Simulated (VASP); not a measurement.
Here is a VASP 6.6.1 calculation.

File INCAR:

```
SYSTEM = Cr
PREC = Accurate
ENCUT = 600
EDIFF = 1E-7
ISMEAR = 0
SIGMA = 0.1
LREAL = .False.
LASPH = .True.
NELM = 80
ALGO = Normal
ISIF = 3
LWAVE = .False.
LCHARG = .False.
GGA = PS
IBRION = 2
NSW = 80
EDIFFG = -0.01
```

File KPOINTS:

```
Automatic mesh
0
Gamma
  20 20 20
  0 0 0
```

The input POSCAR:

```
Cr
1.0
    0.0000000000      1.7935461998      1.7935461998
    1.7935461998      0.0000000000      1.7935461998
    1.7935461998      1.7935461998      0.0000000000
Cr
1
Direct
    0.0000000000      0.0000000000      0.0000000000
```

Potentials or basis: VASP PAW PBE potentials, release 64 (Cr_pv).

Command:

```console
$ cat potpaw_PBE.64/Cr_pv/POTCAR > POTCAR
$ mpirun -np 1 vasp_std > vasp.out
```

(1) Predict the relaxed volume.

(2) Predict the space group after relaxing (to 0.05 Å).

(3) Predict the relaxed cell.

(4) Predict the band gap on the k mesh.

Answers

(1) 11.43 Å³/atom.

(2) Fm-3m (No. 225).

(3) a = 2.528 Å, b = 2.528 Å, c = 2.528 Å, α = 60.00°, β = 60.00°, γ = 60.00°.

(4) zero (band 6 reaches 13.35 eV, above the bottom of band 7 at 10.26 eV).

Caveat: the PAW data sets were made with another functional, which shifts forces and pressure a little; the run has no spin polarisation, though such a crystal can be magnetic.
